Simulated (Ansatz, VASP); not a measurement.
## One calculation of Se, two programs

```
CELL_PARAMETERS angstrom
4.36620 0.00000 0.00000
-2.18310 3.78124 0.00000
0.00000 0.00000 5.15174
ATOMIC_POSITIONS crystal
Se 0.77460 0.77460 0.00000
Se 0.00000 0.22540 0.66667
Se 0.22540 0.00000 0.33333
```

Alike in both runs: task single point; functional PBEsol; k mesh 6 × 6 × 5; occupations fermi-dirac, width 0.05 eV; no spin polarisation.

|  | VASP | Ansatz |
| --- | --- | --- |
| version | VASP 6.6.1 | Ansatz 0.2.0 |
| potentials or method | VASP PAW PBE potentials, release 64 (Se) | Ansatz PAW |
| plane-wave cutoff (eV) | 520 | 420 |
| valence electrons in the cell | 18 | 48 |

```tsv
	VASP	Ansatz	Ansatz less VASP
gap on the k mesh at the Fermi level (eV)	1.11	1.12	+0.008
least direct gap on the mesh (eV)	1.11	1.12	+0.008
pressure (GPa)	-2.5	-2.6	-0.14
traceless stress, the component that is largest in VASP (GPa)	-0.85	-0.91	-0.060
rms of the force components (eV/Å)	0.054	0.073	+0.0196
```

VASP's potentials were made for PBE, not for PBEsol. Atom by atom the forces differ by 0.020 eV/Å (rms over components). VASP's potentials hold 18 valence electrons a cell and Ansatz's 48, so a difference there can come from the potentials and not from the codes.

Noted on Ansatz's run: odd divisions of the mesh miss points on the zone boundary, where band edges often lie, so the gap on the mesh can be too wide.
